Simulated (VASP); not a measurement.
Here is a VASP 6.6.1 calculation.

Contents of INCAR:

```
PREC = Accurate
ENCUT = 520
EDIFF = 1E-6
ISMEAR = 0
SIGMA = 0.1
LREAL = False
LASPH = True
NELM = 60
ALGO = Normal
ISIF = 2
LWAVE = False
LCHARG = True
GGA = PE
LELF = True
LVHAR = True
NBANDS = 21
```

The input KPOINTS:

```
Automatic mesh
0
Gamma
  16 16 8
```

File POSCAR:

```
Si3Ru
1.0
    2.8497970512      0.0000000000      0.0000000000
    0.0000000000      2.8497970512      0.0000000000
    0.0000000000      0.0000000000      6.9085597923
Si Ru
3 1
Direct
    0.5000000000      0.5000000000      0.7803488587
    0.0000000000      0.0000000000      0.5000000000
    0.5000000000      0.5000000000      0.2196511413
    0.0000000000      0.0000000000      0.0000000000
```

Potentials or basis: VASP PAW PBE potentials, release 64 (Si, Ru_pv).

Command:

```sh
$ cat potpaw_PBE.64/Si/POTCAR potpaw_PBE.64/Ru_pv/POTCAR > POTCAR
$ mpirun -np 1 vasp_std > vasp.out
```

Task: What does it give for the largest force?

Result: 0.006 eV/Å.

Task: Estimate the band gap on the k mesh.

Result: Zero (band 13 reaches 14.64 eV, above the bottom of band 14 at 9.27 eV).

Task: Estimate the pressure.

Result: 0.0 GPa.

Forces on the atoms (eV/Å):
```
Si   0.000  0.000  0.006
Si   0.000  0.000  0.000
Si   0.000  0.000 -0.006
Ru   0.000  0.000  0.000
```
